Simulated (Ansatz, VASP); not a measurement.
# Two plane-wave programs on Pb

```
Pb
1.0
     3.51668    0.00000    0.00000
    -1.75834    3.04554    0.00000
     0.00000    0.00000   12.50475
Pb
4
Direct
  0.00000 0.00000 0.00000
  0.33333 0.66667 0.25000
  0.00000 0.00000 0.50000
  0.66667 0.33333 0.75000
```

Alike in both runs: task single point; functional PBE; k mesh 15 × 15 × 4; occupations gaussian, width 0.1 eV; no spin polarisation.

```csv
,VASP,Ansatz
version,VASP 6.6.1,Ansatz 0.2.0
potentials or method,"VASP PAW PBE potentials, release 64 (Pb_d), cutoff 520 eV","scalar-relativistic, plane waves, PAW"
valence electrons in the cell,56,56
```

```tsv
	VASP	Ansatz	Ansatz less VASP
gap on the k mesh at the Fermi level (eV)	none	none	-
pressure (GPa)	-1.4	-1.4	+0.06
traceless stress, the component that is largest in VASP (GPa)	-1.86	-1.87	-0.014
```

A gap of «none» marks a metal or a gap that the smearing closes. With one functional, cell and mesh, what is left measures potentials, basis and numerics.

Neither program's run includes spin-orbit coupling.
